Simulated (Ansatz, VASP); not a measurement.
## One calculation of LaPt, two programs

```xyz
4
Lattice="1.9661 -5.4764 0.0000 1.9661 5.4764 0.0000 0.0000 0.0000 4.5168" Properties=species:S:1:pos:R:3 pbc="T T T"
La    1.9661   -3.9912    3.3876
La    1.9661    3.9912    1.1292
Pt    1.9661   -0.9896    3.3876
Pt    1.9661    0.9896    1.1292
```

Alike in both runs: task single point; functional PBEsol; k mesh 9 × 9 × 7; occupations fermi-dirac, width 0.05 eV; no spin polarisation.

|  | VASP | Ansatz |
| --- | --- | --- |
| version | VASP 6.6.1 | Ansatz 0.2.0 |
| potentials or method | VASP PAW PBE potentials, release 64 (La, Pt), cutoff 520 eV | all-electron LAPW, scalar-relativistic |

Ansatz gave:

| Property | Result |
| --- | --- |
| pressure (GPa) | 0.0 |

Task: Which values does VASP return?

Result: Pressure (GPa): -0.1.

VASP's potentials were made for PBE, not for PBEsol. Ansatz ran all-electron here, and VASP with PAW potentials.

Neither program's run includes spin-orbit coupling.
